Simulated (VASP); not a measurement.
A run of VASP 6.6.1 is set up as follows.

The input INCAR:

```
PREC = Accurate
ENCUT = 520
EDIFF = 1E-6
ISMEAR = 0
SIGMA = 0.1
LREAL = F
LASPH = T
NELM = 100
ALGO = Normal
ISIF = 2
LWAVE = F
LCHARG = T
GGA = PS
LELF = T
LVHAR = T
NBANDS = 46
```

KPOINTS

```
Automatic mesh
0
Gamma
  2 2 2
```

File POSCAR:

```
Cs
1.0
    9.9646325200      0.0000000000      0.0000000000
    0.0000000000      9.9646325200      0.0000000000
    0.0000000000      0.0000000000      9.9646325200
Cs
8
Direct
    0.0000000000      0.2500000000      0.5000000000
    0.0000000000      0.7500000000      0.5000000000
    0.5000000000      0.0000000000      0.7500000000
    0.5000000000      0.0000000000      0.2500000000
    0.7500000000      0.5000000000      0.0000000000
    0.2500000000      0.5000000000      0.0000000000
    0.5000000000      0.5000000000      0.5000000000
    0.0000000000      0.0000000000      0.0000000000
```

Potentials or basis: VASP PAW PBE potentials, release 64 (Cs_sv).

Command:

```bash
$ cat potpaw_PBE.64/Cs_sv/POTCAR > POTCAR
$ mpirun -np 1 vasp_std > vasp.out
```

(1) What does it give for the pressure?

(2) What does it give for the band gap on the k mesh?

Answers

(1) -0.2 GPa.

(2) zero (bands 36 and 37 overlap by 0.40 eV).

Caveat: the PAW data sets were made with another functional, which shifts forces and pressure a little; spin-orbit coupling is left out, which moves the levels of the heavy elements.
